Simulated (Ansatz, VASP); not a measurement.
# Te2Mo in VASP and in Ansatz

The input INCAR:

```
SYSTEM = Te2Mo
PREC = Accurate
ENCUT = 500
EDIFF = 1E-6
ISMEAR = 0
SIGMA = 0.1
LREAL = .FALSE.
LASPH = .TRUE.
NELM = 120
ALGO = Normal
ISIF = 2
LWAVE = .FALSE.
LCHARG = .FALSE.
GGA = PE
NBANDS = 20
GGA_COMPAT = .FALSE.
```

Contents of KPOINTS:

```
regular mesh
0
G
  6 6 1
  0 0 0
```

File POSCAR:

```
Te2Mo
1.0
    3.7407991870      0.0000000000      0.0000000000
   -1.8703995935      3.2396271264      0.0000000000
    0.0000000000      0.0000000000     18.4128355280
Te Mo
2 1
Direct
    0.3333333333      0.6666666667      0.8978554500
    0.3333333333      0.6666666667      0.1021445500
    0.0000000000      0.0000000000      0.0000000000
```

Input for Ansatz:

```yaml
crystal:
  lattice:
    - [3.740799187, 0.0, 0.0]
    - [-1.8703995935, 3.2396271264, 0.0]
    - [0.0, 0.0, 18.412835528]
  atoms:
    - { symbol: Te, position: [0.3333333333, 0.6666666667, 0.89785545] }
    - { symbol: Te, position: [0.3333333333, 0.6666666667, 0.10214455] }
    - { symbol: Mo, position: [0.0, 0.0, 0.0] }
basis:
  ecutwfc: 420
kpoints:
  mp_grid: { grid: [6, 6, 1] }
hamiltonian:
  xc: pbe
scf:
  occupations: { method: gaussian, width: 0.1 }
output:
  forces: true
  stress: true
  eigenvalues: true
```

Alike in both runs: task single point; functional PBE; k mesh 6 × 6 × 1; occupations gaussian, width 0.1 eV; no spin polarisation.

|  | VASP | Ansatz |
| --- | --- | --- |
| version | VASP 6.6.1 | Ansatz 0.2.0 |
| potentials or method | VASP PAW PBE potentials, release 64 (Te, Mo_sv), cutoff 500 eV | scalar-relativistic, plane waves, PAW |
| valence electrons in the cell | 26 | 46 |

VASP gave:

* gap on the k mesh at the Fermi level (eV): 0.84
* least direct gap on the mesh (eV): 0.84
* rms of the force components (eV/Å): 0.689

**Question.** Which values does Ansatz return?

**Answer.** gap on the k mesh at the Fermi level (eV): 0.84; least direct gap on the mesh (eV): 0.84; rms of the force components (eV/Å): 0.693.

Atom by atom the forces differ by 0.004 eV/Å (rms over components). VASP's potentials hold 26 valence electrons a cell and Ansatz's 46, so a difference there can come from the potentials and not from the codes.

Spin-orbit coupling is off throughout.
